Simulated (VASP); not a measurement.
A run of VASP 6.6.1 is set up as follows.

File POSCAR:

```
BiTe
1.0
    0.0242625000      3.2350000000      3.2350000000
    3.2350000000      0.0242625000      3.2350000000
    3.2592625000      3.2592625000      0.0000000000
Bi Te
1 1
Direct
    0.0000000000      0.0000000000      0.0000000000
    0.5000000000      0.5000000000      0.5000000000
```

File INCAR.step1:

```
  ALGO = Normal
  EDIFF = 1E-4
  ENCUT = 520
  GGA = PE
  ISMEAR = 0
  LASPH = True
  LCHARG = False
  LREAL = False
  LWAVE = True
  NBANDS = 18
  NELM = 100
  PREC = Accurate
  SIGMA = 0.15
```

The input INCAR.step2:

```
  ALGO = Normal
  EDIFF = 1E-6
  ENCUT = 520
  ISIF = 2
  ISMEAR = 0
  ISTART = 1
  LASPH = True
  LCHARG = False
  LMIXTAU = True
  LREAL = False
  LWAVE = False
  METAGGA = R2SCAN
  NBANDS = 18
  NELM = 100
  PREC = Accurate
  SIGMA = 0.15
```

KPOINTS

```
k-points
0
Gamma
  14 14 14
```

Potentials or basis: VASP PAW PBE potentials, release 64 (Bi_d, Te).

The run is started by

```sh
$ cat potpaw_PBE.64/Bi_d/POTCAR potpaw_PBE.64/Te/POTCAR > POTCAR
$ cp INCAR.step1 INCAR
$ mpirun -np 1 vasp_std > vasp.out
$ cp INCAR.step2 INCAR
$ mpirun -np 1 vasp_std > vasp.out
```

What does it give for the pressure?

0.0 GPa.

What does it give for the band gap on the k mesh?

Zero (an odd number of electrons rules out a gap without spin polarisation).

Caveat: the cell differs from its parent crystal (strain +0.0150 x Voigt [0, 0, 0, 0, 0, 1]); the PAW data sets were made with another functional, which shifts forces and pressure a little; spin-orbit coupling is left out, which moves the levels of the heavy elements.
